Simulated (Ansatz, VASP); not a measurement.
**Al in VASP and in Ansatz**

Contents of INCAR:

```
SYSTEM = Al
PREC = Accurate
ENCUT = 520
EDIFF = 1E-7
ISMEAR = -1
SIGMA = 0.1
LREAL = .FALSE.
LASPH = .TRUE.
NELM = 80
ALGO = Normal
ISIF = 2
LWAVE = .FALSE.
LCHARG = .FALSE.
GGA = RP
NBANDS = 12
```

Contents of KPOINTS:

```
Automatic mesh
0
G
  9 9 12
  0 0 0
```

File POSCAR:

```
Al
1.0
    4.7891888793      0.0000000000      0.0000000000
   -2.3945944396      4.1475592330      0.0000000000
    0.0000000000      0.0000000000      2.9650507412
Al
3
Direct
    1.0000000000      0.0000000000      0.0000000000
    0.3333333333      0.6666666667      0.5000000000
    0.6666666667      0.3333333333      0.5000000000
```

Input for Ansatz:

```yaml
crystal:
  lattice:
    - [4.7891888793, 0.0, 0.0]
    - [-2.3945944396, 4.147559233, 0.0]
    - [0.0, 0.0, 2.9650507412]
  atoms:
    - { symbol: Al, position: [1.0, 0.0, 0.0] }
    - { symbol: Al, position: [0.3333333333, 0.6666666667, 0.5] }
    - { symbol: Al, position: [0.6666666667, 0.3333333333, 0.5] }
hamiltonian:
  xc: rpbe
  pseudopotentials:
    kind: paw
    azcp:
      Al: "pseudopotentials/Al.paw.azcp"
basis:
  ecutwfc: 420
  fft_grid_basis: typed
kpoints:
  mp_grid: { grid: [9, 9, 12], shift: [0, 0, 0] }
magnetization:
  spin_polarized: false
scf:
  occupations: { method: fermi_dirac, width: 0.1 }
  lower_state_search: "off"
output:
  stress: true
```

Alike in both runs: task single point; functional RPBE; k mesh 9 × 9 × 12; occupations fermi-dirac, width 0.1 eV; no spin polarisation.

```csv
,VASP,Ansatz
version,VASP 6.6.1,Ansatz 0.2.0
potentials or method,"VASP PAW PBE potentials, release 64 (Al), cutoff 520 eV","plane waves (420 eV) with PAW, scalar-relativistic"
valence electrons in the cell,9,9
```

Ansatz gave:

```
pressure (GPa)                                                : -5.8
traceless stress, the component that is largest in VASP (GPa) : -0.68
```

Q: Estimate VASP's values.

A: Pressure (GPa): -5.9; traceless stress, the component that is largest in VASP (GPa): -0.68.

VASP's potentials were made for PBE, not for RPBE.
